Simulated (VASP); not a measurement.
Runs of VASP 6.6.1 on Si. The structure is that of space group Pm-3m (No. 221), or close to it. The cells are those of the table. The cell was built from a structure type or drawn by symmetry, and may not be a known phase.

```tsv
task	cell	k mesh	cutoff (eV)	gap on the mesh (eV)	pressure (GPa)	relaxed volume (Å³/atom)
single point	a = 2.577, b = 2.577, c = 2.435 Å, 1 atom	8 × 8 × 6	520	none	(a)	-
relaxation of cell and atoms	relaxed from a = 2.480, b = 2.480, c = 2.647 Å, 1 atom	8 × 8 × 6	600	none	-0.1	16.21
relaxation of cell and atoms	relaxed from a = 2.577, b = 2.577, c = 2.435 Å, 1 atom	22 × 22 × 22	600	none	0.0	16.23
single point	a = 2.532 Å, 1 atom	22 × 22 × 22	520	none	0.0	-
```

Alike in all rows: level PBE; potentials or basis VASP PAW PBE potentials, release 64 (Si); no spin polarisation; smearing gaussian 0.1 eV.

Problem. Estimate the missing entries.

Solution. (a) 0.1.

Caveats: some runs use coarse meshes.

A gap of «none» marks levels without a gap at the run's occupations.
